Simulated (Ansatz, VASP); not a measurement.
## SiC: VASP beside Ansatz

```xyz
2
Lattice="0.0000 2.1770 2.1770 2.1770 0.0000 2.1770 2.1770 2.1770 0.0000" Properties=species:S:1:pos:R:3 pbc="T T T"
Si    1.0885    1.0885    1.0885
C     0.0000    0.0000    0.0000
```

Alike in both runs: task relaxation of cell and atoms; functional PBE; dispersion D3(BJ); k mesh 10 × 10 × 10; occupations gaussian, width 0.02 eV; no spin polarisation.

```csv
,VASP,Ansatz
version,VASP 6.6.1,Ansatz 0.2.0
potentials or method,"VASP PAW PBE potentials, release 64 (Si, C), cutoff 600 eV","scalar-relativistic, plane waves, PAW"
valence electrons in the cell,8,8
```

Ansatz gave:

```
gap on the k mesh at the Fermi level, each at its own relaxed structure (eV) : 1.35
relaxed volume (Å³/atom)                                                     : 10.28
relaxed cell length with the largest relative difference (Å)                 : 3.075
```

**Question.** What did VASP give for the same quantities?

**Answer.** gap on the k mesh at the Fermi level, each at its own relaxed structure (eV): 1.35; relaxed volume (Å³/atom): 10.27; relaxed cell length with the largest relative difference (Å): 3.074.
